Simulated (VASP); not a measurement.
Runs of VASP 6.6.1 on PbF2. The structure is that of space group Fm-3m (No. 225), or close to it. The cells are those of the table. 

| cell | gap on the mesh (eV) | pressure (GPa) | largest force (eV/Å) |
| --- | --- | --- | --- |
| a = 4.200, b = 4.237 Å, angles 59.7, 59.4, 59.7°, 3 atoms | 4.41 | 2.0 | 0.05 |
| a = 4.200, b = 4.211 Å, angles 59.9, 59.8, 59.9°, 3 atoms | 4.42 | 2.0 | 0.01 |
| a = 4.200, b = 4.216 Å, angles 59.9, 59.8, 59.9°, 3 atoms | 4.42 | 2.0 | (b) |
| a = 4.200, b = 4.179 Å, angles 60.2, 60.3, 60.2°, 3 atoms | 4.42 | 2.0 | 0.03 |
| a = 4.200, b = 4.232 Å, angles 59.8, 59.5, 59.8°, 3 atoms | 4.42 | 2.0 | (a) |
| a = 4.200, b = 4.158 Å, angles 60.3, 60.7, 60.3°, 3 atoms | 4.41 | 2.0 | 0.06 |
| a = 4.200, b = 4.205 Å, angles 60.0°, 3 atoms | 4.42 | 2.0 | 0.01 |

Alike in all rows: task single point; level PBE; potentials or basis VASP PAW PBE potentials, release 64 (Pb_d, F); no spin polarisation; k mesh 8 × 8 × 8; cutoff (eV) 520; smearing gaussian 0.05 eV.

Estimate the missing entries.

(a) 0.04; (b) 0.02.

Caveats: spin-orbit coupling is left out, which moves the levels of the heavy elements.

A k mesh can miss the band edges, and the runs leave out spin-orbit coupling on Pb.
